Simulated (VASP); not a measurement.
The system is Ag2PdS2.

```
Ag Pd S
1.0
    -2.88138    2.88138    3.12357
     2.88138   -2.88138    3.12357
     2.88138    2.88138   -3.12357
Ag Pd S
2 1 2
Direct
  0.75000 0.25000 0.50000
  0.00000 0.00000 0.00000
  0.25000 0.75000 0.50000
  0.68821 0.68821 0.00000
  0.31179 0.31179 0.00000
```

The cell was generated, and may not be a known phase.

```yaml
Program: VASP 6.6.1
Task: relaxation of cell and atoms
Functional: PBE
Potentials_or_basis: VASP PAW PBE potentials, release 64 (Ag_sv_GW, Pd_sv_GW, S)
Cutoff: 630 eV
k_mesh: 3 × 3 × 3
Occupations: gaussian, width 0.15 eV
Spin: no spin polarisation
```

At the start: pressure 12.1 GPa; volume 20.75 Å³/atom.

How do energy, volume and symmetry change on relaxing?

Over 24 steps the energy falls by 941.9 meV/atom and the volume is 20.59 Å³/atom (-0.8 %); space group I-4m2 (No. 119, to 0.1 Å) before and after.

The path:
| step | energy change (eV) | largest force (eV/Å) | pressure (GPa) | volume (Å³) |
| --- | --- | --- | --- | --- |
| 1 | 0.0000 | 7.9579 | 12.09 | 103.73 |
| 2 | -2.0676 | 1.1983 | -9.76 | 123.29 |
| 3 | -2.1600 | 1.2019 | -9.67 | 121.99 |
| 4 | -2.2381 | 1.2294 | -9.64 | 120.83 |
| 5 | -2.7001 | 1.2670 | -8.00 | 112.98 |
| 6 | -2.4983 | 0.0719 | -3.60 | 108.54 |
| 7 | -2.7029 | 1.2111 | -7.53 | 112.27 |
| 8 | -2.7054 | 1.1014 | -7.11 | 111.67 |
| 9 | -3.6049 | 1.0576 | -4.03 | 99.20 |
| 10 | -3.9971 | 1.1053 | 3.64 | 88.62 |
| 11 | -4.2797 | 1.2415 | 2.53 | 90.62 |
| 12 | -4.3793 | 0.9099 | 2.65 | 92.27 |
| 13 | -4.5516 | 0.8077 | -1.44 | 98.23 |
| 14 | -4.5746 | 0.7628 | -3.10 | 101.72 |
| 15 | -4.6569 | 0.0087 | -0.42 | 100.76 |
| 16 | -4.6572 | 0.0382 | -0.56 | 100.81 |
| 17 | -4.6858 | 0.0660 | 0.85 | 99.68 |
| 18 | -4.6863 | 0.0692 | 1.11 | 99.49 |
| 19 | -4.6947 | 0.2233 | 0.09 | 101.13 |
| 20 | -4.6948 | 0.2467 | -0.08 | 101.40 |
| 21 | -4.7009 | 0.1911 | -0.23 | 102.08 |
| 22 | -4.7066 | 0.0716 | -0.50 | 103.44 |
| 23 | -4.7092 | 0.0509 | 0.54 | 102.76 |
| 24 | -4.7096 | 0.0176 | 0.25 | 102.95 |

Final structure:
```
Ag Pd S
1.0
    -2.47880    2.47880    4.18875
     2.47880   -2.47880    4.18875
     2.47880    2.47880   -4.18875
Ag Pd S
2 1 2
Direct
  0.75000 0.25000 0.50000
  0.00000 0.00000 0.00000
  0.25000 0.75000 0.50000
  0.71714 0.71714 0.00000
  0.28286 0.28286 0.00000
```

Caveat: the k points lie up to 0.49 Å⁻¹ apart in the final cell, too coarse for converged energies and pressures of a metal.
